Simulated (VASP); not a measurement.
Set up this calculation in VASP 6.6.1, as the native input.

```
Task                   : single point
Functional             : PBEsol
Potentials or basis    : VASP PAW PBE potentials, release 64 (Fe, Ni)
Cutoff                 : 520 eV
k mesh                 : 16 × 16 × 16
Occupations            : gaussian, width 0.1 eV
Spin                   : collinear spin, ferrimagnetic start
Starting moments       : [4.0, -2.0, -2.0, -2.0] μB
Dipole correction      : no
Further INCAR settings : ALGO = Normal; EDIFF = 1e-07; NBANDS = 31
```

The structure of FeNi3 lies in POSCAR:

```
FeNi3
1.0
   -1.7669790000      1.7669790000      3.5395920000
    1.7669790000     -1.7669790000      3.5395920000
    1.7669790000      1.7669790000     -3.5395920000
Fe Ni
1 3
Direct
    0.0000000000      0.0000000000      0.0000000000
    0.5000000000      0.5000000000      0.0000000000
    0.7500000000      0.2500000000      0.5000000000
    0.2500000000      0.7500000000      0.5000000000
```

The input as run:

INCAR

```
PREC     = Accurate       # precision mode
ENCUT    = 520            # plane-wave cutoff, eV
EDIFF    = 1E-7           # SCF threshold, eV
ISMEAR   = 0              # smearing method
SIGMA    = 0.1            # smearing width, eV
LREAL    = F              # projectors in reciprocal space
LASPH    = T              # aspherical terms in the spheres
NELM     = 150            # most SCF steps
ALGO     = Normal         # electronic algorithm
ISIF     = 2              # what is computed and relaxed
LWAVE    = F              # write WAVECAR
LCHARG   = T              # write CHGCAR
ISPIN    = 2              # spin polarisation
MAGMOM   = 4 -2 -2 -2     # initial moments
LORBIT   = 11             # projections on sites
LMAXMIX  = 4              # l up to which the mixer works
GGA      = PS             # functional
LVHAR    = T            
NBANDS   = 31             # bands
KPAR     = 4
```

KPOINTS

```
Automatic mesh
0
Gamma
  16 16 16
```

Potentials or basis: VASP PAW PBE potentials, release 64 (Fe, Ni).

Launch:

```console
$ cat potpaw_PBE.64/Fe/POTCAR potpaw_PBE.64/Ni/POTCAR > POTCAR
$ mpirun -np 4 vasp_std > vasp.out
```

It gave:

```
Pressure                                              : -8.5 GPa
Net moment                                            : 4.55 μB per cell
Site moments                                          : Fe +2.81; Ni +0.57, +0.59 (each value once) μB
Valence electrons inside the program's atomic spheres : Fe 7.12; Ni 9.35
```

Caveat: the cell stands under tension; the PAW data sets were made with another functional, which shifts forces and pressure a little.

Wall time 5 min on 4 MPI ranks on Intel(R) Xeon(R) Platinum 8259CL CPU @ 2.50GHz (Skylake/Cascade Lake), on a shared host, peak memory 0.74 GiB a rank.
